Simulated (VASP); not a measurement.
# BeTe (F-43m) in VASP: a series of runs, part 2 of 2

VASP 6.6.1.

## 3. Single point, PBE (volume scaled by 0.94)

INCAR reads:

```
SYSTEM = BeTe
ALGO     = Normal         ! electronic algorithm
EDIFF    = 1E-7           ! SCF threshold, eV
ENCUT    = 520            ! plane-wave cutoff, eV
GGA      = PE             ! functional
ISIF     = 2              ! what is computed and relaxed
ISMEAR   = 0              ! smearing method
LASPH    = .TRUE.         ! aspherical terms in the spheres
LCHARG   = .TRUE.         ! write CHGCAR
LELF     = .TRUE.         ! ELF
LREAL    = .FALSE.        ! projectors in reciprocal space
LVHAR    = .TRUE.       
LWAVE    = .FALSE.        ! write WAVECAR
NBANDS   = 11             ! bands
NELM     = 60             ! most SCF steps
PREC     = Accurate       ! precision mode
SIGMA    = 0.02           ! smearing width, eV
```

KPOINTS reads:

```
k-points
0
G
  8 8 8
  0 0 0
```

POSCAR reads:

```
BeTe
1.0
    0.0000000000      2.7740647989      2.7740647989
    2.7740647989      0.0000000000      2.7740647989
    2.7740647989      2.7740647989      0.0000000000
Be Te
1 1
Direct
    0.0000000000      0.0000000000      0.0000000000
    0.2500000000      0.2500000000      0.2500000000
```

Potentials or basis: VASP PAW PBE potentials, release 64 (Be, Te).

On the command line:

```console
> cat potpaw_PBE.64/Be/POTCAR potpaw_PBE.64/Te/POTCAR > POTCAR
> mpirun -np 1 vasp_std > vasp.out
```

OUTCAR:

```text
SYSTEM = BeTe
   EDIFF = 1E-7
   ENCUT = 520
   GGA = PE
   ISIF = 2
   ISMEAR = 0
   LASPH = .TRUE.
   LREAL = .FALSE.
   NELM = 60
   PREC = Accurate

 ion  position               nearest neighbor table
   1  0.000  0.000  0.000-   2 2.40   2 2.40   2 2.40   2 2.40
   2  0.250  0.250  0.250-   1 2.40   1 2.40   1 2.40   1 2.40

  LATTYP: Found a face centered cubic cell.
 ALAT       =     5.5481295978

  Lattice vectors:

 A1 = (   0.0000000000,   2.7740647989,   2.7740647989)
 A2 = (   2.7740647989,   0.0000000000,   2.7740647989)
 A3 = (   2.7740647989,   2.7740647989,   0.0000000000)

Analysis of symmetry for initial positions (statically):
=====================================================================
 Subroutine PRICEL returns:
 Original cell was already a primitive cell.

 Routine SETGRP: Setting up the symmetry group for a
 face centered cubic supercell.

 Subroutine GETGRP returns: Found 24 space group operations
 (whereof 24 operations were pure point group operations)
 out of a pool of 48 trial point group operations.

The static configuration has the point symmetry T_d .

Analysis of symmetry for dynamics (positions and initial velocities):
=====================================================================
 Subroutine PRICEL returns:
 Original cell was already a primitive cell.

 Routine SETGRP: Setting up the symmetry group for a
 face centered cubic supercell.

 Subroutine GETGRP returns: Found 24 space group operations
 (whereof 24 operations were pure point group operations)
 out of a pool of 48 trial point group operations.

The dynamic configuration has the point symmetry T_d .

 Subroutine INISYM returns: Found 24 space group operations
 (whereof 24 operations are pure point group operations),
 and found     1 'primitive' translations

----------------------------------------------------------------------------------------

                                     Primitive cell

  volume of cell :      42.6953

[... 112 lines left out ...]
   LORBIT       =      0    0 simple, 1 ext, 2 COOP (PROOUT), +10 PAW based schemes
   GGA     = PE    functional components
   LHFCALC =     F    Hartree Fock is set to
   AEXX    =    0.0000 exact exchange contribution
   IVDW    =     0    specifies the selected vdW correction
   LEPSILON=     F    determine dielectric tensor
   LRPA    =     F    only Hartree local field effects (RPA)
 non-spin polarized calculation
 Gauss-broadening in eV      SIGMA  =   0.02
  energy-cutoff  :      520.00
  volume of cell :       42.70
 maximum number of plane-waves:      1174
 NGX is ok and might be reduce to    30
   NGX = 15   NGY = 15   NGZ = 15

 number of electron       8.0000000 magnetization

 Free energy of the ion-electron system (eV)
  ---------------------------------------------------
  ext. energy  EPLUGINS =         0.00000000
  ---------------------------------------------------
  free energy    TOTEN  =        -7.58979860 eV

  energy without entropy =       -7.58979860  energy(sigma->0) =       -7.58979860

 E-fermi :   5.7128     XC(G=0):  -9.2389

 val. band max:        5.6126771384   @ k =   0.0000   0.0000   0.0000
 cond. band min:       7.4716966386   @ k =   0.5000   0.5000   0.0000
 fundamental gap:      1.8590195002
 Fermi energy:         5.7128355290

 k-point     1 :       0.0000    0.0000    0.0000
  band No.  band energies     occupation
      1      -6.9912      2.00000
      2       5.6127      2.00000
      3       5.6127      2.00000
      4       5.6127      2.00000
      5       9.1813      0.00000
      6       9.1813      0.00000
      7       9.1813      0.00000
      8       9.7702      0.00000
      9      13.9932      0.00000
     10      15.9510      0.00000
     11      15.9510      0.00000
[... 309 lines left out ...]
 k-point    24 :      -0.3750    0.2500    0.1250
  band No.  band energies     occupation
      1      -5.2678      2.00000
      2       0.2230      2.00000
      3       2.5513      2.00000
      4       3.5719      2.00000
      5       9.8006      0.00000
      6      10.0513      0.00000
      7      12.4215      0.00000
      8      13.5124      0.00000
      9      14.2012      0.00000
     10      17.3100      0.00000
     11      17.6911      0.00000

 [... further k-points ...]
[... 5 lines left out ...]
  --------------------------------------------------------------------------------------
  -------------------------------------------------------------------------------------
  Total        1.1018714      1.1018714      1.1018714      0.0000000      0.0000000      0.0000000
  in kB       41.3486849     41.3486849     41.3486849      0.0000000      0.0000000      0.0000000
  external PRESSURE =      41.3486849 kB  Pullay stress =       0.0000000 kB

 VOLUME and BASIS-vectors are now :
 -----------------------------------------------------------------------------
  energy-cutoff  :      520.00
  volume of cell :       42.70
      direct lattice vectors                 reciprocal lattice vectors
     0.000000000  2.774064799  2.774064799    -0.180240923  0.180240923  0.180240923
     2.774064799  0.000000000  2.774064799     0.180240923 -0.180240923  0.180240923
     2.774064799  2.774064799  0.000000000     0.180240923  0.180240923 -0.180240923

 POSITION                                       TOTAL-FORCE (eV/Angst)
 -----------------------------------------------------------------------------------
      0.00000      0.00000      0.00000        -0.000000     -0.000000     -0.000000
      1.38703      1.38703      1.38703         0.000000      0.000000      0.000000
 -----------------------------------------------------------------------------------
    total drift:                                0.000000      0.000000      0.000000

  FREE ENERGIE OF THE ION-ELECTRON SYSTEM (eV)
  ---------------------------------------------------
  free  energy   TOTEN  =        -7.5897985988 eV

  energy  without entropy=       -7.5897985988  energy(sigma->0) =       -7.58979860
```

OSZICAR:

```text
N       E                     dE             d eps       ncg     rms          rms(c)
DAV:   1     0.187389935220E+02    0.18739E+02   -0.34289E+03   638   0.592E+02
DAV:   2    -0.670958365561E+01   -0.25449E+02   -0.24420E+02   837   0.935E+01
DAV:   3    -0.775102551981E+01   -0.10414E+01   -0.10400E+01   845   0.198E+01
DAV:   4    -0.776077630907E+01   -0.97508E-02   -0.97485E-02   776   0.217E+00
DAV:   5    -0.776095655220E+01   -0.18024E-03   -0.18024E-03   810   0.286E-01    0.443E+00
DAV:   6    -0.762726246640E+01    0.13369E+00   -0.16486E-01   734   0.167E+00    0.264E+00
DAV:   7    -0.758896300055E+01    0.38299E-01   -0.12286E-01   776   0.154E+00    0.558E-01
DAV:   8    -0.758947752767E+01   -0.51453E-03   -0.71299E-03   734   0.492E-01    0.902E-02
DAV:   9    -0.758973028831E+01   -0.25276E-03   -0.36698E-04   750   0.113E-01    0.358E-02
DAV:  10    -0.758979495983E+01   -0.64672E-04   -0.84066E-05   726   0.478E-02    0.178E-02
DAV:  11    -0.758979610102E+01   -0.11412E-05   -0.25012E-06   838   0.906E-03    0.132E-02
DAV:  12    -0.758979828004E+01   -0.21790E-05   -0.49968E-06   692   0.132E-02    0.993E-03
DAV:  13    -0.758979839574E+01   -0.11570E-06   -0.45565E-08   786   0.151E-03    0.343E-03
DAV:  14    -0.758979855113E+01   -0.15540E-06   -0.89511E-09   441   0.542E-04    0.577E-04
DAV:  15    -0.758979859882E+01   -0.47690E-07   -0.22659E-09   343   0.248E-04
   1 F= -.75897986E+01 E0= -.75897986E+01  d E =-.848240E-15
```

It took 8.5 s on 1 thread of Intel Xeon 6975P-C (Granite Rapids), shared host; peak memory 0.17 GiB.

What came out:

| Quantity | Value |
| --- | --- |
| Free energy | -7.5898 eV |
| Pressure | 4.1 GPa |
| Band gap on the k mesh | 1.86 eV, indirect (least direct gap 3.57 eV) |

Levels at points of the mesh, in eV from the valence-band top:
```
           k point  band 2  band 3  band 4  band 5  band 6  band 7
(0.00, 0.00, 0.00)    0.00    0.00    0.00    3.57    3.57    3.57
(0.50, 0.00, 0.00)   -5.84   -1.21   -1.21    3.20    4.57    4.57
(0.50, 0.50, 0.00)   -5.36   -2.82   -2.82    1.86    2.60    9.99
```

Caveat: the cell differs from its parent crystal (volume scaled by 0.94); spin-orbit coupling is left out, which moves the levels of the heavy elements. A k mesh can miss the band edges.

## 4. Single point, PBE

This run uses another cell than the first one, of 22.71 Å³/atom, 1.136 times its volume.

INCAR reads:

```
SYSTEM = BeTe
PREC     = Accurate       ! precision mode
ENCUT    = 520            ! plane-wave cutoff, eV
EDIFF    = 1E-6           ! SCF threshold, eV
ISMEAR   = 0              ! smearing method
SIGMA    = 0.02           ! smearing width, eV
LREAL    = .FALSE.        ! projectors in reciprocal space
LASPH    = .TRUE.         ! aspherical terms in the spheres
NELM     = 60             ! most SCF steps
ALGO     = Normal         ! electronic algorithm
ISIF     = 2              ! what is computed and relaxed
LWAVE    = .FALSE.        ! write WAVECAR
LCHARG   = .TRUE.         ! write CHGCAR
GGA      = PE             ! functional
LELF     = .TRUE.         ! ELF
LVHAR    = .TRUE.       
NBANDS   = 11             ! bands
```

KPOINTS reads:

```
regular mesh
0
G
  8 8 8
  0 0 0
```

POSCAR reads:

```
BeTe
1.0
    0.0000000000      2.8318743745      2.8318743745
    2.8318743745      0.0000000000      2.8318743745
    2.8318743745      2.8318743745      0.0000000000
Be Te
1 1
Direct
    0.0000000000      0.0000000000      0.0000000000
    0.2500000000      0.2500000000      0.2500000000
```

On the command line:

```console
> cat potpaw_PBE.64/Be/POTCAR potpaw_PBE.64/Te/POTCAR > POTCAR
> mpirun -np 1 vasp_std > vasp.out
```

Run time: 7.3 s. Hardware: 1 thread of Intel Xeon 6975P-C (Granite Rapids), shared host; peak memory 0.17 GiB.

The run converged. Its results:

| Quantity | Value |
| --- | --- |
| Free energy | -7.6245 eV |
| Pressure | 0.1 GPa |
| Band gap on the k mesh | 2.01 eV, indirect (least direct gap 3.62 eV) |

Levels at points of the mesh, in eV from the valence-band top:
```tsv
k point	band 1	band 2	band 3	band 4	band 5	band 6	band 7	band 8
(0.00, 0.00, 0.00)	-12.19	0.00	0.00	0.00	3.62	3.62	3.62	3.70
(0.50, 0.00, 0.00)	-10.88	-5.43	-1.10	-1.10	3.03	4.60	4.60	7.82
(0.50, 0.50, 0.00)	-10.41	-5.03	-2.58	-2.58	2.01	2.69	9.60	9.60
```

Caveat: spin-orbit coupling is left out, which moves the levels of the heavy elements. Expect the measured gap to be larger: semilocal functionals such as PBE lack the derivative discontinuity.

## 5. Single point, PBE (volume scaled by 0.97)

INCAR reads:

```
PREC = Accurate ; ENCUT = 520
EDIFF = 1E-6 ; ISMEAR = 0
SIGMA = 0.02 ; LREAL = False
LASPH = True ; NELM = 60
ALGO = Normal ; ISIF = 2
LWAVE = False ; LCHARG = False
GGA = PE ; NBANDS = 11
```

KPOINTS reads:

```
Automatic mesh
0
Gamma
  8 8 8
```

POSCAR reads:

```
BeTe
1.0
    0.0000000000      2.8032676270      2.8032676270
    2.8032676270      0.0000000000      2.8032676270
    2.8032676270      2.8032676270      0.0000000000
Be Te
1 1
Direct
    0.0000000000      0.0000000000      0.0000000000
    0.2500000000      0.2500000000      0.2500000000
```

Potentials or basis: VASP PAW PBE potentials, release 64 (Be, Te).

On the command line:

```console
> cat potpaw_PBE.64/Be/POTCAR potpaw_PBE.64/Te/POTCAR > POTCAR
> mpirun -np 1 vasp_std > vasp.out
```

OUTCAR:

```text
PREC = Accurate
   ENCUT = 520
   EDIFF = 1E-6
   ISMEAR = 0
   LREAL = False
   LASPH = True
   NELM = 60
   ISIF = 2
   GGA = PE

 ion  position               nearest neighbor table
   1  0.000  0.000  0.000-   2 2.43   2 2.43   2 2.43   2 2.43
   2  0.250  0.250  0.250-   1 2.43   1 2.43   1 2.43   1 2.43

  LATTYP: Found a face centered cubic cell.
 ALAT       =     5.6065352540

  Lattice vectors:

 A1 = (   0.0000000000,   2.8032676270,   2.8032676270)
 A2 = (   2.8032676270,   0.0000000000,   2.8032676270)
 A3 = (   2.8032676270,   2.8032676270,   0.0000000000)

Analysis of symmetry for initial positions (statically):
=====================================================================
 Subroutine PRICEL returns:
 Original cell was already a primitive cell.

 Routine SETGRP: Setting up the symmetry group for a
 face centered cubic supercell.

 Subroutine GETGRP returns: Found 24 space group operations
 (whereof 24 operations were pure point group operations)
 out of a pool of 48 trial point group operations.

The static configuration has the point symmetry T_d .

Analysis of symmetry for dynamics (positions and initial velocities):
=====================================================================
 Subroutine PRICEL returns:
 Original cell was already a primitive cell.

 Routine SETGRP: Setting up the symmetry group for a
 face centered cubic supercell.

 Subroutine GETGRP returns: Found 24 space group operations
 (whereof 24 operations were pure point group operations)
 out of a pool of 48 trial point group operations.

The dynamic configuration has the point symmetry T_d .

 Subroutine INISYM returns: Found 24 space group operations
 (whereof 24 operations are pure point group operations),
 and found     1 'primitive' translations

----------------------------------------------------------------------------------------

                                     Primitive cell
[... 113 lines left out ...]
  Fermi-wavevector in a.u.,A,eV,Ry     =   0.927037  1.751845 11.692807  0.859397
  Thomas-Fermi vector in A             =   2.053063
   LORBIT       =      0    0 simple, 1 ext, 2 COOP (PROOUT), +10 PAW based schemes
   GGA     = PE    functional components
   LHFCALC =     F    Hartree Fock is set to
   AEXX    =    0.0000 exact exchange contribution
   IVDW    =     0    specifies the selected vdW correction
   LEPSILON=     F    determine dielectric tensor
   LRPA    =     F    only Hartree local field effects (RPA)
 non-spin polarized calculation
 Gauss-broadening in eV      SIGMA  =   0.02
  energy-cutoff  :      520.00
  volume of cell :       44.06
 maximum number of plane-waves:      1243
 NGX is ok and might be reduce to    30
   NGX = 15   NGY = 15   NGZ = 15

 number of electron       8.0000000 magnetization

 Free energy of the ion-electron system (eV)
  ---------------------------------------------------
  ext. energy  EPLUGINS =         0.00000000
  ---------------------------------------------------
  free energy    TOTEN  =        -7.61560351 eV

  energy without entropy =       -7.61560351  energy(sigma->0) =       -7.61560351

 E-fermi :   5.3524     XC(G=0):  -9.1116

 val. band max:        5.2496168833   @ k =   0.0000   0.0000   0.0000
 cond. band min:       7.1894771690   @ k =   0.5000   0.5000   0.0000
 fundamental gap:      1.9398602856
 Fermi energy:         5.3523988791

 k-point     1 :       0.0000    0.0000    0.0000
  band No.  band energies     occupation
      1      -7.1381      2.00000
      2       5.2496      2.00000
      3       5.2496      2.00000
      4       5.2496      2.00000
      5       8.8476      0.00000
      6       8.8476      0.00000
      7       8.8476      0.00000
      8       9.1711      0.00000
      9      13.5863      0.00000
     10      15.5226      0.00000
     11      15.5226      0.00000
[... 309 lines left out ...]
 k-point    24 :      -0.3750    0.2500    0.1250
  band No.  band energies     occupation
      1      -5.5120      2.00000
      2       0.0499      2.00000
      3       2.3045      2.00000
      4       3.3045      2.00000
      5       9.4458      0.00000
      6       9.6564      0.00000
      7      11.9594      0.00000
      8      13.0471      0.00000
      9      13.7800      0.00000
     10      16.8606      0.00000
     11      17.2110      0.00000

 [... further k-points ...]
[... 5 lines left out ...]
  --------------------------------------------------------------------------------------
  -------------------------------------------------------------------------------------
  Total        0.5461218      0.5461218      0.5461218      0.0000000      0.0000000      0.0000000
  in kB       19.8598699     19.8598699     19.8598699      0.0000000      0.0000000      0.0000000
  external PRESSURE =      19.8598699 kB  Pullay stress =       0.0000000 kB

 VOLUME and BASIS-vectors are now :
 -----------------------------------------------------------------------------
  energy-cutoff  :      520.00
  volume of cell :       44.06
      direct lattice vectors                 reciprocal lattice vectors
     0.000000000  2.803267627  2.803267627    -0.178363277  0.178363277  0.178363277
     2.803267627  0.000000000  2.803267627     0.178363277 -0.178363277  0.178363277
     2.803267627  2.803267627  0.000000000     0.178363277  0.178363277 -0.178363277

 POSITION                                       TOTAL-FORCE (eV/Angst)
 -----------------------------------------------------------------------------------
      0.00000      0.00000      0.00000        -0.000000     -0.000000     -0.000000
      1.40163      1.40163      1.40163         0.000000      0.000000      0.000000
 -----------------------------------------------------------------------------------
    total drift:                                0.000000      0.000000      0.000000

  FREE ENERGIE OF THE ION-ELECTRON SYSTEM (eV)
  ---------------------------------------------------
  free  energy   TOTEN  =        -7.6156035074 eV

  energy  without entropy=       -7.6156035074  energy(sigma->0) =       -7.61560351
```

OSZICAR:

```text
N       E                     dE             d eps       ncg     rms          rms(c)
DAV:   1     0.183494449544E+02    0.18349E+02   -0.32164E+03   638   0.575E+02
DAV:   2    -0.672716593945E+01   -0.25077E+02   -0.23744E+02   859   0.931E+01
DAV:   3    -0.774871476225E+01   -0.10215E+01   -0.10200E+01   813   0.194E+01
DAV:   4    -0.775961773708E+01   -0.10903E-01   -0.10902E-01   767   0.232E+00
DAV:   5    -0.775983707372E+01   -0.21934E-03   -0.21934E-03   827   0.318E-01    0.422E+00
DAV:   6    -0.764771485143E+01    0.11212E+00   -0.13464E-01   728   0.149E+00    0.252E+00
DAV:   7    -0.761466386158E+01    0.33051E-01   -0.10805E-01   768   0.144E+00    0.505E-01
DAV:   8    -0.761528422534E+01   -0.62036E-03   -0.64893E-03   707   0.465E-01    0.819E-02
DAV:   9    -0.761553465456E+01   -0.25043E-03   -0.34100E-04   789   0.109E-01    0.325E-02
DAV:  10    -0.761559933936E+01   -0.64685E-04   -0.81564E-05   711   0.468E-02    0.164E-02
DAV:  11    -0.761560104191E+01   -0.17025E-05   -0.24191E-06   835   0.905E-03    0.120E-02
DAV:  12    -0.761560341092E+01   -0.23690E-05   -0.52350E-06   692   0.133E-02    0.840E-03
DAV:  13    -0.761560350739E+01   -0.96474E-07   -0.37681E-08   503   0.147E-03
   1 F= -.76156035E+01 E0= -.76156035E+01  d E =-.224097E-15
```

Run time: 6.9 s. Hardware: 1 thread of Intel Xeon 6975P-C (Granite Rapids), shared host; peak memory 0.17 GiB.

Results:

| Property | Result |
| --- | --- |
| Free energy | -7.6156 eV |
| Pressure | 2.0 GPa |
| Band gap on the k mesh | 1.94 eV, indirect (least direct gap 3.60 eV) |

Levels at points of the mesh, in eV from the valence-band top:
```tsv
k point	band 2	band 3	band 4	band 5	band 6	band 7
(0.00, 0.00, 0.00)	0.00	0.00	0.00	3.60	3.60	3.60
(0.50, 0.00, 0.00)	-5.63	-1.16	-1.16	3.11	4.58	4.58
(0.50, 0.50, 0.00)	-5.19	-2.70	-2.70	1.94	2.65	9.79
```

Caveat: the cell differs from its parent crystal (volume scaled by 0.97); spin-orbit coupling is left out, which moves the levels of the heavy elements.

## 6. The runs side by side

| cell | gap on the mesh (eV) | pressure (GPa) |
| --- | --- | --- |
| a = 3.838 Å, angles 60.0°, 2 atoms | 1.68 | 9.5 |
| a = 3.923 Å, angles 60.0°, 2 atoms | 1.86 | 4.1 |
| a = 4.005 Å, angles 60.0°, 2 atoms | 2.01 | 0.1 |
| a = 3.964 Å, angles 60.0°, 2 atoms | 1.94 | 2.0 |

Alike in all rows: task single point; level PBE; potentials or basis VASP PAW PBE potentials, release 64 (Be, Te); no spin polarisation; k mesh 8 × 8 × 8; cutoff (eV) 520; smearing gaussian 0.02 eV.

Caveats: spin-orbit coupling is left out, which moves the levels of the heavy elements.

Absolute energies hang on the potentials; compare differences alone.
